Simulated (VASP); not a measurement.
Here is a VASP 6.6.1 calculation.

File INCAR:

```
SYSTEM = ZnO
PREC = Accurate ; ENCUT = 520
EDIFF = 1E-6 ; ISMEAR = 0
SIGMA = 0.05 ; LREAL = .False.
LASPH = .True. ; NELM = 80
ALGO = Normal ; ISIF = 2
LWAVE = .False. ; LCHARG = .True.
GGA = PS ; LELF = .True.
LVHAR = .True. ; NBANDS = 26
```

File KPOINTS:

```
Automatic mesh
0
Gamma
  9 9 6
  0 0 0
```

The input POSCAR:

```
ZnO
1.0
    3.1754479730      0.0000000000      0.0000000000
   -1.5877239865      2.7500186130      0.0000000000
    0.0000000000      0.0000000000      5.3992141884
Zn O
2 2
Direct
    0.3333333333      0.6666666667      0.0015754469
    0.6666666667      0.3333333333      0.5015754469
    0.3333333333      0.6666666667      0.4106854153
    0.6666666667      0.3333333333      0.9106854153
```

Potentials or basis: VASP PAW PBE potentials, release 64 (Zn, O).

Run with:

```sh
$ cat potpaw_PBE.64/Zn/POTCAR potpaw_PBE.64/O/POTCAR > POTCAR
$ mpirun -np 1 vasp_std > vasp.out
```

(1) What does it give for the pressure?

(2) Estimate the largest force.

(3) Estimate the band gap on the k mesh.

## Answers

(1) 5.4 GPa.

(2) 0.788 eV/Å.

(3) 0.67 eV, direct.

Caveat: the PAW data sets were made with another functional, which shifts forces and pressure a little.
